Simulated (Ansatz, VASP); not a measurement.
H: VASP beside Ansatz

```
H
1.0
     2.62348   -2.56690    0.00000
     2.62348    2.56690    0.00000
     0.00000    0.00000    4.14182
H
4
Cartesian
  2.3235 -2.3271 -0.0162
  2.6235 0.2398 1.7872
  2.6235 -0.2398 2.3547
  2.6235 2.3271 3.8581
```

Alike in both runs: task single point; functional LDA; k mesh 6 × 6 × 6; occupations gaussian, width 0.05 eV; no spin polarisation.

|  | VASP | Ansatz |
| --- | --- | --- |
| version | VASP 6.6.1 | Ansatz 0.2.0 |
| potentials or method | VASP PAW LDA potentials, release 64 (H), cutoff 520 eV | scalar-relativistic, plane waves, PAW |
| valence electrons in the cell | 4 | 4 |

|  | VASP | Ansatz | Ansatz less VASP |
| --- | --- | --- | --- |
| gap on the k mesh at the Fermi level (eV) | 8.77 | 8.77 | +0.006 |
| least direct gap on the mesh (eV) | 9.09 | 9.10 | +0.005 |
| pressure (GPa) | 4.4 | 4.5 | +0.10 |
| traceless stress, the component that is largest in VASP (GPa) | -4.92 | -4.85 | +0.066 |
| rms of the force components (eV/Å) | 3.066 | 3.024 | -0.0414 |

LDA's correlation is that of Perdew and Zunger in VASP and of Perdew and Wang (1992) in Ansatz. Atom by atom the forces differ by 0.041 eV/Å (rms over components).
